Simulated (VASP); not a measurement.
Here is a VASP 6.6.1 calculation.

The input INCAR:

```
SYSTEM = As
PREC = Accurate
ENCUT = 520
EDIFF = 1E-6
ISMEAR = -1
SIGMA = 0.05
LREAL = .FALSE.
LASPH = .TRUE.
NELM = 100
ALGO = Normal
ISIF = 2
LWAVE = .FALSE.
LCHARG = .FALSE.
GGA = PE
IVDW = 12
NBANDS = 8
```

KPOINTS

```
regular mesh
0
G
  10 10 10
  0 0 0
```

File POSCAR:

```
As
1.0
    2.6873238545      0.0000000000      0.0000000000
    0.0000000000      2.6873238545      0.0000000000
    0.0000000000      0.0000000000      2.6873238545
As
1
Direct
    0.5000000000      0.5000000000      0.5000000000
```

Potentials or basis: VASP PAW PBE potentials, release 64 (As).

Run with:

```sh
$ cat potpaw_PBE.64/As/POTCAR > POTCAR
$ mpirun -np 1 vasp_std > vasp.out
```

Question: Estimate the pressure.

Answer: 0.2 GPa.

Question: What does it give for the dispersion energy per atom?

Answer: -0.466 eV.

Caveat: pairwise dispersion overbinds metals, which lowers pressure and volume.
